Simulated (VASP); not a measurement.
# Ge (I4/mmm) in VASP: single point with PBE

Aim: the single point of Ge with PBE.

All numbers are computed with VASP 6.6.1; they aren't measurements. Logs are shortened: lines on timing, memory, paths and dates and some standing lists are left out, and cuts for length are marked.

### Step 1. The cell of the first run

The structure is tetragonal, space group I4/mmm (No. 139). The conventional cell has a = 3.217 Å, b = 3.217 Å, c = 3.746 Å, α = 90.00°, β = 90.00°, γ = 90.00°. Within 3.9 Å of Ge (site symmetry 4/mmm) lie 14 Ge at 2.95 to 3.75 Å.

### Step 2. Single point, PBE

INCAR

```
PREC = Accurate ; ENCUT = 500
EDIFF = 1E-6 ; ISMEAR = -1
SIGMA = 0.04 ; LREAL = False
LASPH = True ; NELM = 120
ALGO = Normal ; ISIF = 2
LWAVE = False ; LCHARG = False
GGA = PE ; NBANDS = 13
GGA_COMPAT = False
```

KPOINTS

```
regular mesh
0
Gamma
  7 7 7
```

POSCAR

```
Ge
1.0
   -1.6084200000      1.6084200000      1.8731800000
    1.6084200000     -1.6084200000      1.8731800000
    1.6084200000      1.6084200000     -1.8731800000
Ge
1
Direct
    0.5000000000      0.5000000000      0.0000000000
```

Potentials or basis: VASP PAW PBE potentials, release 64 (Ge_d).

The run is started by

```console
$ cat potpaw_PBE.64/Ge_d/POTCAR > POTCAR
$ mpirun -np 1 vasp_std > vasp.out
```

OUTCAR:

```text
PREC = Accurate
   ENCUT = 500
   EDIFF = 1E-6
   ISMEAR = -1
   LREAL = False
   LASPH = True
   NELM = 120
   ISIF = 2
   GGA = PE

 ion  position               nearest neighbor table
   1  0.500  0.500  0.000-

  LATTYP: Found a body centered tetragonal cell.
 ALAT       =     3.2168400000
 C/A-ratio  =     1.1646087465

  Lattice vectors:

 A1 = (  -1.6084200000,   1.6084200000,   1.8731800000)
 A2 = (   1.6084200000,  -1.6084200000,   1.8731800000)
 A3 = (   1.6084200000,   1.6084200000,  -1.8731800000)

Analysis of symmetry for initial positions (statically):
=====================================================================
 Subroutine PRICEL returns:
 Original cell was already a primitive cell.

 Routine SETGRP: Setting up the symmetry group for a
 body centered tetragonal supercell.

 Subroutine GETGRP returns: Found 16 space group operations
 (whereof 16 operations were pure point group operations)
 out of a pool of 16 trial point group operations.

The static configuration has the point symmetry D_4h.

Analysis of symmetry for dynamics (positions and initial velocities):
=====================================================================
 Subroutine PRICEL returns:
 Original cell was already a primitive cell.

 Routine SETGRP: Setting up the symmetry group for a
 body centered tetragonal supercell.

 Subroutine GETGRP returns: Found 16 space group operations
 (whereof 16 operations were pure point group operations)
 out of a pool of 16 trial point group operations.

The dynamic configuration has the point symmetry D_4h.

 Subroutine INISYM returns: Found 16 space group operations
 (whereof 16 operations are pure point group operations),
 and found     1 'primitive' translations

----------------------------------------------------------------------------------------

                                     Primitive cell

  volume of cell :      19.3838

  direct lattice vectors                    reciprocal lattice vectors
    -1.608420000  1.608420000  1.873180000     0.000000000  0.310864078  0.266925763
     1.608420000 -1.608420000  1.873180000     0.310864078  0.000000000  0.266925763
     1.608420000  1.608420000 -1.873180000     0.310864078  0.310864078  0.000000000

  length of vectors
     2.946664743  2.946664743  2.946664743     0.409738743  0.409738743  0.439628195

  position of ions in fractional coordinates (direct lattice)
     0.500000000  0.500000000  0.000000000

  ion indices of the primitive-cell ions
   primitive index   ion index
                 1           1

----------------------------------------------------------------------------------------

 KPOINTS: regular mesh

Automatic generation of k-mesh.
 Grid dimensions read from file:
 generate k-points for:    7    7    7

 Generating k-lattice:

  Cartesian coordinates                     Fractional coordinates (reciprocal lattice)
     0.000000000  0.044409154  0.038132252     0.142857143  0.000000000  0.000000000
     0.044409154  0.000000000  0.038132252     0.000000000  0.142857143  0.000000000
     0.044409154  0.044409154  0.000000000     0.000000000  0.000000000  0.142857143

  Length of vectors
     0.058534106  0.058534106  0.062804028

  Shift w.r.t. Gamma in fractional coordinates (k-lattice)
     0.000000000  0.000000000  0.000000000

 Subroutine IBZKPT returns following result:
 ===========================================

 Found     40 irreducible k-points:

 Following reciprocal coordinates:
            Coordinates               Weight
  0.000000  0.000000  0.000000      1.000000
  0.142857  0.000000  0.000000      8.000000
  0.285714 -0.000000  0.000000      8.000000
  0.428571 -0.000000  0.000000      8.000000
  0.142857  0.142857  0.000000      8.000000
  0.285714  0.142857  0.000000     16.000000
[... 16 lines left out ...]
 -0.142857  0.285714  0.142857      8.000000
 -0.428571  0.428571  0.142857      8.000000
 [... further k-points ...]
   k-points           NKPTS =     40   k-points in BZ     NKDIM =     40   number of bands    NBANDS=     13
   number of dos      NEDOS =    301   number of ions     NIONS =      1
   total plane-waves  NPLWV =  13824
   dimension x,y,z NGX =    24 NGY =   24 NGZ =   24
   dimension x,y,z NGXF=    48 NGYF=   48 NGZF=   48
   ions per type =               1
   NGX,Y,Z   is equivalent  to a cutoff of  13.54, 13.54, 13.54 a.u.
   NGXF,Y,Z  is equivalent  to a cutoff of  27.08, 27.08, 27.08 a.u.
 SYSTEM =  unknown system
   PREC   = accura    normal or accurate (medium, high low for compatibility)
   ISTART =      0    job   : 0-new  1-cont  2-samecut
   ICHARG =      2    charge: 1-file 2-atom 10-const
   ISPIN  =      1    spin polarized calculation?
   LNONCOLLINEAR =      F non collinear calculations
   LSORBIT =      F    spin-orbit coupling
   LASPH  =      T    aspherical Exc in radial PAW
   ENCUT  =  500.0 eV  36.75 Ry    6.06 a.u.   5.37  5.37  5.37*2*pi/ulx,y,z
   NELM   =    120;   NELMIN=  2; NELMDL= -5     # of ELM steps
   EDIFF  = 0.1E-05   stopping-criterion for ELM
   LREAL  =      F    real-space projection
   EDIFFG = 0.1E-04   stopping-criterion for IOM
   NSW    =      0    number of steps for IOM
   IBRION =     -1    ionic relax: 0-MD 1-quasi-New 2-CG
   NFREE  =      0    steps in history (QN), initial steepest desc. (CG)
   ISIF   =      2    stress and relaxation
   ISYM   =      2    0-nonsym 1-usesym 2-fastsym
   POTIM  = 0.5000    time-step for ionic-motion
   TEBEG  =    0.0;   TEEND  =   0.0 temperature during run
   PSTRESS=    0.0 pullay stress
   NELECT =      14.0000    total number of electrons
   NUPDOWN=      -1.0000    fix difference up-down
   EMIN   =  10.00;   EMAX   =-10.00  energy-range for DOS
   EFERMI =   0.00;   METHOD = LEGACY
   ISMEAR =    -1;   SIGMA  =   0.04  broadening in eV -4-tet -1-fermi 0-gaus
   EFERMI_NEDOS =   21; number of points for ismear=-14 and -15
   IALGO  =     38    algorithm
   IMIX   =      4    mixing-type and parameters
     AMIX     =   0.40;   BMIX     =  1.00
     AMIX_MAG =   1.60;   BMIX_MAG =  1.00
  volume/ion in A,a.u.               =      19.38       130.81
  Fermi-wavevector in a.u.,A,eV,Ry     =   1.468829  2.775685 29.354024  2.157460
  Thomas-Fermi vector in A             =   2.584280
   LORBIT       =      0    0 simple, 1 ext, 2 COOP (PROOUT), +10 PAW based schemes
   GGA     = PE    functional components
   LHFCALC =     F    Hartree Fock is set to
   AEXX    =    0.0000 exact exchange contribution
   IVDW    =     0    specifies the selected vdW correction
   LEPSILON=     F    determine dielectric tensor
   LRPA    =     F    only Hartree local field effects (RPA)
 non-spin polarized calculation
  energy-cutoff  :      500.00
  volume of cell :       19.38
 maximum number of plane-waves:       507
 NGX is ok and might be reduce to    24
   NGX = 11   NGY = 11   NGZ = 11

 number of electron      13.9999999 magnetization

 Free energy of the ion-electron system (eV)
  ---------------------------------------------------
  ext. energy  EPLUGINS =         0.00000000
  ---------------------------------------------------
  free energy    TOTEN  =        -4.20530964 eV

  energy without entropy =       -4.20151544  energy(sigma->0) =       -4.20341254

 E-fermi :   6.6619     XC(G=0): -11.1605

 val. band max:        6.6449389073   @ k =   0.1429   0.1429   0.1429
 cond. band min:       6.8439121733   @ k =  -0.2857   0.2857   0.2857
 fundamental gap:      0.1989732660
 Fermi energy:         6.6618869290

 k-point     1 :       0.0000    0.0000    0.0000
  band No.  band energies     occupation
      1     -18.2198      2.00000
      2     -18.2198      2.00000
      3     -18.2022      2.00000
      4     -18.1689      2.00000
      5     -18.1303      2.00000
      6      -6.4368      2.00000
      7      15.1133      0.00000
      8      15.4102      0.00000
      9      15.4102      0.00000
     10      20.4276      0.00000
     11      20.4276      0.00000
     12      21.8084      0.00000
     13      22.0373      0.00000

 k-point     2 :       0.1429    0.0000    0.0000
  band No.  band energies     occupation
      1     -18.2165      2.00000
      2     -18.2129      2.00000
      3     -18.1894      2.00000
      4     -18.1694      2.00000
      5     -18.1342      2.00000
      6      -5.9300      2.00000
      7      11.7299      0.00000
      8      14.2443      0.00000
      9      14.9395      0.00000
     10      19.1602      0.00000
     11      20.2502      0.00000
     12      21.7793      0.00000
     13      22.4792      0.00000

 k-point     3 :       0.2857   -0.0000    0.0000
  band No.  band energies     occupation
      1     -18.2248      2.00000
      2     -18.2058      2.00000
      3     -18.1680      2.00000
      4     -18.1446      2.00000
      5     -18.1385      2.00000
      6      -4.4191      2.00000
      7       6.6005      1.64541
      8      12.6536      0.00000
      9      14.3329      0.00000
     10      17.8359      0.00000
     11      18.4099      0.00000
     12      21.1217      0.00000
     13      24.3916      0.00000
[... 305 lines left out ...]
 k-point    23 :      -0.1429    0.2857    0.1429
  band No.  band energies     occupation
      1     -18.2054      2.00000
      2     -18.1957      2.00000
      3     -18.1746      2.00000
      4     -18.1484      2.00000
      5     -18.1396      2.00000
      6      -3.6141      2.00000
      7       6.3068      1.99972
      8      11.3809      0.00000
      9      11.7663      0.00000
     10      16.2491      0.00000
     11      19.8196      0.00000
     12      20.3801      0.00000
     13      25.4178      0.00000

 k-point    24 :      -0.4286    0.4286    0.1429
  band No.  band energies     occupation
      1     -18.2275      2.00000
      2     -18.2086      2.00000
      3     -18.1604      2.00000
      4     -18.1364      2.00000
      5     -18.0963      2.00000
      6      -0.7705      2.00000
      7       3.6663      2.00000
      8       7.8908      0.00000
      9       9.2767      0.00000
     10      17.2445      0.00000
     11      17.6202      0.00000
     12      21.9742      0.00000
     13      25.5562      0.00000

 [... further k-points ...]

------------------------ aborting loop because EDIFF is reached ----------------------------------------

  FORCE on cell =-STRESS in cart. coord.  units (eV):
  Direction    XX          YY          ZZ          XY          YZ          ZX
  --------------------------------------------------------------------------------------
  -------------------------------------------------------------------------------------
  Total        0.2267688      0.2267688     -0.2478349      0.0000000     -0.0000000      0.0000000
  in kB       18.7437090     18.7437090    -20.4849379      0.0000000     -0.0000000      0.0000000
  external PRESSURE =       5.6674933 kB  Pullay stress =       0.0000000 kB

 VOLUME and BASIS-vectors are now :
 -----------------------------------------------------------------------------
  energy-cutoff  :      500.00
  volume of cell :       19.38
      direct lattice vectors                 reciprocal lattice vectors
    -1.608420000  1.608420000  1.873180000     0.000000000  0.310864078  0.266925763
     1.608420000 -1.608420000  1.873180000     0.310864078  0.000000000  0.266925763
     1.608420000  1.608420000 -1.873180000     0.310864078  0.310864078  0.000000000

 POSITION                                       TOTAL-FORCE (eV/Angst)
 -----------------------------------------------------------------------------------
      0.00000      0.00000      1.87318         0.000000     -0.000000      0.000000
 -----------------------------------------------------------------------------------
    total drift:                               -0.000000      0.000000      0.000000

  FREE ENERGIE OF THE ION-ELECTRON SYSTEM (eV)
  ---------------------------------------------------
  free  energy   TOTEN  =        -4.2053096409 eV

  energy  without entropy=       -4.2015154370  energy(sigma->0) =       -4.20341254
```

Run time: 12 s. Hardware: 1 thread of Intel Xeon Platinum 8375C at 2.90GHz (Ice Lake), shared host; peak memory 0.13 GiB.

What came out:

| Quantity | Value |
| --- | --- |
| Free energy | -4.2053 eV |
| Pressure | 0.6 GPa |
| Band gap on the k mesh | zero (band 7 reaches 15.11 eV, above the bottom of band 8 at 4.13 eV) |

Levels at points of the mesh, in eV from the Fermi level:
```tsv
k point	band 4	band 5	band 6	band 7	band 8	band 9	band 10	band 11
(0.00, 0.00, 0.00)	-24.83	-24.79	-13.10	8.45	8.75	8.75	13.77	13.77
```

Caveat: the k points lie up to 0.39 Å⁻¹ apart.
